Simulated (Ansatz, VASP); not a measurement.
# Zr in VASP and in Ansatz

Contents of INCAR:

```
SYSTEM = Zr
ALGO     = Normal         ! electronic algorithm
EDIFF    = 1E-6           ! SCF threshold, eV
ENCUT    = 520            ! plane-wave cutoff, eV
GGA      = PE             ! functional
ISIF     = 2              ! what is computed and relaxed
ISMEAR   = -1             ! smearing method
LASPH    = .TRUE.         ! aspherical terms in the spheres
LCHARG   = .FALSE.        ! write CHGCAR
LREAL    = .FALSE.        ! projectors in reciprocal space
LWAVE    = .FALSE.        ! write WAVECAR
NBANDS   = 12             ! bands
NELM     = 80             ! most SCF steps
PREC     = Accurate       ! precision mode
SIGMA    = 0.03           ! smearing width, eV
```

The input KPOINTS:

```
k-points
0
G
  16 16 16
  0 0 0
```

The input POSCAR:

```
Zr
1.0
   -1.8396774058      1.8396774058      1.8396774058
    1.8396774058     -1.8396774058      1.8396774058
    1.8396774058      1.8396774058     -1.8396774058
Zr
1
Direct
    0.0000000000      0.0000000000      0.0000000000
```

Input for Ansatz:

```yaml
crystal:
  lattice:
    - [-1.8396774058, 1.8396774058, 1.8396774058]
    - [1.8396774058, -1.8396774058, 1.8396774058]
    - [1.8396774058, 1.8396774058, -1.8396774058]
  atoms:
    - { symbol: Zr, position: [0.0, 0.0, 0.0] }
kpoints:
  mp_grid: { grid: [16, 16, 16] }
scf:
  occupations: { method: fermi_dirac, width: 0.03 }
hamiltonian:
  xc: pbe
  pseudopotentials: { kind: all_electron, lapw: { basis_error: 0.0005 } }
output:
  forces: true
  stress: true
  eigenvalues: true
```

Change from the starting cell: volume scaled by 1.05.

Alike in both runs: task single point; functional PBE; k mesh 16 × 16 × 16; occupations fermi-dirac, width 0.03 eV; no spin polarisation.

|  | VASP | Ansatz |
| --- | --- | --- |
| version | VASP 6.6.1 | Ansatz 0.2.0 |
| potentials or method | VASP PAW PBE potentials, release 64 (Zr_sv), cutoff 520 eV | all-electron LAPW, scalar-relativistic |

```tsv
	VASP	Ansatz	Ansatz less VASP
pressure (GPa)	-6.6	-6.6	-0.01
```

Ansatz ran all-electron here, and VASP with PAW potentials.
